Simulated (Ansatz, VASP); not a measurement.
**Two plane-wave programs on HfH2**

INCAR

```
SYSTEM = HfH2
ALGO = Normal ; EDIFF = 1E-6
ENCUT = 520 ; GGA = PS
ISIF = 2 ; ISMEAR = 0
LASPH = .TRUE. ; LCHARG = .TRUE.
LELF = .TRUE. ; LREAL = .FALSE.
LVHAR = .TRUE. ; LWAVE = .FALSE.
NBANDS = 13 ; NELM = 80
PREC = Accurate ; SIGMA = 0.1
```

The input KPOINTS:

```
k-points
0
G
  16 16 16
  0 0 0
```

File POSCAR:

```
HfH2
1.0
   -1.7583724600      1.7583724600      2.0739607700
    1.7583724600     -1.7583724600      2.0739607700
    1.7583724600      1.7583724600     -2.0739607700
Hf H
1 2
Direct
    0.0000000000      0.0000000000      0.0000000000
    0.7500000000      0.2500000000      0.5000000000
    0.2500000000      0.7500000000      0.5000000000
```

Input for Ansatz:

```yaml
crystal:
  lattice:
    - [-1.75837246, 1.75837246, 2.07396077]
    - [1.75837246, -1.75837246, 2.07396077]
    - [1.75837246, 1.75837246, -2.07396077]
  atoms:
    - { symbol: Hf, position: [0.0, 0.0, 0.0] }
    - { symbol: H, position: [0.75, 0.25, 0.5] }
    - { symbol: H, position: [0.25, 0.75, 0.5] }
basis:
  ecutwfc: 420
kpoints:
  mp_grid: { grid: [16, 16, 16] }
hamiltonian:
  xc: pbesol
scf:
  occupations: { method: gaussian, width: 0.1 }
output:
  forces: true
  stress: true
  eigenvalues: true
```

Alike in both runs: task single point; functional PBEsol; k mesh 16 × 16 × 16; occupations gaussian, width 0.1 eV; no spin polarisation.

|  | VASP | Ansatz |
| --- | --- | --- |
| version | VASP 6.6.1 | Ansatz 0.2.0 |
| potentials or method | VASP PAW PBE potentials, release 64 (Hf_pv, H), cutoff 520 eV | scalar-relativistic, plane waves, PAW |
| valence electrons in the cell | 12 | 28 |

|  | VASP | Ansatz | Ansatz less VASP |
| --- | --- | --- | --- |
| gap on the k mesh at the Fermi level (eV) | none | none | - |
| pressure (GPa) | -2.5 | -1.9 | +0.62 |
| traceless stress, the component that is largest in VASP (GPa) | 2.11 | 2.07 | -0.043 |

VASP's potentials were made for PBE, not for PBEsol. A gap of «none» marks a metal or a gap that the smearing closes. With one functional, cell and mesh, what is left measures potentials, basis and numerics. VASP's potentials hold 12 valence electrons a cell and Ansatz's 28, so a difference there can come from the potentials and not from the codes.

Spin-orbit coupling is off throughout.
